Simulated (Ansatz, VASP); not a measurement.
## Two plane-wave programs on SrLiH3

```
Li Sr H
1.0
     4.51502    0.00000    0.00000
     0.00000    4.51502    0.00000
     0.00000    0.00000    4.51502
Li Sr H
1 1 3
Cartesian
  0.0000 0.0000 0.0000
  2.2575 2.2575 2.2575
  0.0000 2.2575 2.2575
  2.2575 0.0000 2.2575
  2.2575 2.2575 0.0000
```

Change from the starting cell: strain -0.025 along x and y, -0.025 along z, atoms carried along.

Alike in both runs: task single point; functional PBE; k mesh 6 × 6 × 6; occupations gaussian, width 0.05 eV; no spin polarisation.

|  | VASP | Ansatz |
| --- | --- | --- |
| version | VASP 6.6.1 | Ansatz 0.2.0 |
| potentials or method | VASP PAW PBE potentials, release 64 (Li_sv, Sr_sv, H), cutoff 520 eV | scalar-relativistic, plane waves, PAW |
| valence electrons in the cell | 16 | 16 |

```csv
,VASP,Ansatz,Ansatz less VASP
gap on the k mesh at the Fermi level (eV),1.70,1.70,+0.005
least direct gap on the mesh (eV),2.17,2.17,+0.001
```

Noted on VASP's run: the cutoff is under 1.25 times that of the potentials, so the pressure is a little rough.
